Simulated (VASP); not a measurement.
# AgO: single point with r2SCAN

The system is AgO.

```
Ag O
1.0
     0.00000    2.46313    2.46313
     2.46313    0.00000    2.46313
     2.46313    2.46313    0.00000
Ag O
1 1
Direct
  0.00000 0.00000 0.00000
  0.75000 0.75000 0.75000
```

```json
{"Program": "VASP 6.6.1", "Task": "single point", "Functional": "r2SCAN", "Potentials or basis": "VASP PAW PBE potentials, release 64 (Ag, O)", "Cutoff": "520 eV", "k mesh": "14 × 14 × 14", "Occupations": "gaussian, width 0.1 eV", "Spin": "collinear spin, ferromagnetic start", "Starting moments": "[-0.36, -0.53] μB", "Dipole correction": "no", "Further INCAR settings": "ALGO = Normal; EDIFF = 1e-07; NBANDS = 20"}
```

```json
{"Pressure": "4.1 GPa", "Net moment": "0.00 μB per cell", "Valence electrons inside the program's atomic spheres": "Ag 9.78; O 4.91"}
```

Levels at points of the mesh, in eV from the Fermi level:
Spin up:
| k point | band 5 | band 6 | band 7 | band 8 | band 9 | band 10 | band 11 | band 12 | band 13 | band 14 |
| --- | --- | --- | --- | --- | --- | --- | --- | --- | --- | --- |
| (0.00, 0.00, 0.00) | -3.15 | -3.15 | 0.69 | 0.85 | 0.85 | 0.85 | 14.60 | 14.60 | 14.60 | 18.92 |
| (0.50, 0.00, 0.00) | -2.97 | -2.97 | -2.76 | -0.03 | -0.03 | 5.90 | 7.32 | 14.40 | 14.40 | 16.53 |
| (0.50, 0.50, 0.00) | -3.25 | -2.84 | -1.79 | -1.35 | -1.35 | 6.45 | 9.39 | 11.81 | 14.01 | 14.01 |
Spin down:
```
           k point  band 6  band 7  band 8  band 9  band 10  band 11  band 12  band 13
(0.00, 0.00, 0.00)   -3.15    0.69    0.85    0.85     0.85    14.60    14.60    14.60
(0.50, 0.00, 0.00)   -2.97   -2.76   -0.03   -0.03     5.90     7.32    14.40    14.40
(0.50, 0.50, 0.00)   -2.84   -1.79   -1.35   -1.35     6.45     9.39    11.81    14.01
```

Run time: 4.7 min on 1 thread of Intel(R) Xeon(R) 6975P-C (Granite Rapids) (shared host), peak memory 0.25 GiB.

Caveat: the cell stands under pressure; the PAW data sets were made with another functional, which shifts forces and pressure a little.
